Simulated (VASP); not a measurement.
Wanted: the native input for a VASP 6.6.1 run.

```yaml
Task: single point
Functional: LDA
Potentials_or_basis: VASP PAW LDA potentials, release 64 (Fe)
Cutoff: 520 eV
k_mesh: 20 × 20 × 20
Occupations: gaussian, width 0.05 eV
Spin: collinear spin, ferromagnetic start
Starting_moments: "[2.22] μB"
Dipole_correction: no
Further_INCAR_settings: ALGO = Normal; EDIFF = 1e-06; NBANDS = 14
```

The structure of Fe lies in POSCAR:

```
Fe
1.0
   -1.3759695652      1.3759695652      1.3759695652
    1.3759695652     -1.3759695652      1.3759695652
    1.3759695652      1.3759695652     -1.3759695652
Fe
1
Direct
    0.0000000000      0.0000000000      0.0000000000
```

The input as run:

INCAR

```
ALGO     = Normal         # electronic algorithm
EDIFF    = 1E-6           # SCF threshold, eV
ENCUT    = 520            # plane-wave cutoff, eV
GGA      = CA             # functional
ISIF     = 2              # what is computed and relaxed
ISMEAR   = 0              # smearing method
ISPIN    = 2              # spin polarisation
LASPH    = True           # aspherical terms in the spheres
LCHARG   = True           # write CHGCAR
LELF     = True           # ELF
LMAXMIX  = 4              # l up to which the mixer works
LORBIT   = 11             # projections on sites
LREAL    = False          # projectors in reciprocal space
LVHAR    = True         
LWAVE    = False          # write WAVECAR
MAGMOM   = 2.22           # initial moments
NBANDS   = 14             # bands
NELM     = 150            # most SCF steps
PREC     = Accurate       # precision mode
SIGMA    = 0.05           # smearing width, eV
```

KPOINTS

```
k-points
0
Gamma
  20 20 20
```

Potentials or basis: VASP PAW LDA potentials, release 64 (Fe).

The run is started by

```console
$ cat potpaw_LDA.64/Fe/POTCAR > POTCAR
$ mpirun -np 1 vasp_std > vasp.out
```

It gave:

The pressure is -1.1 GPa and the band gap on the k mesh is zero (filled and empty bands overlap). The net moment is 1.98 μB per cell and the site moments are Fe +1.95 μB. The valence electrons inside the program's atomic spheres are Fe 7.47.

It took 43 s on 1 thread of Intel(R) Xeon(R) Platinum 8488C (Sapphire Rapids), with other jobs on the host, peak memory 0.17 GiB.
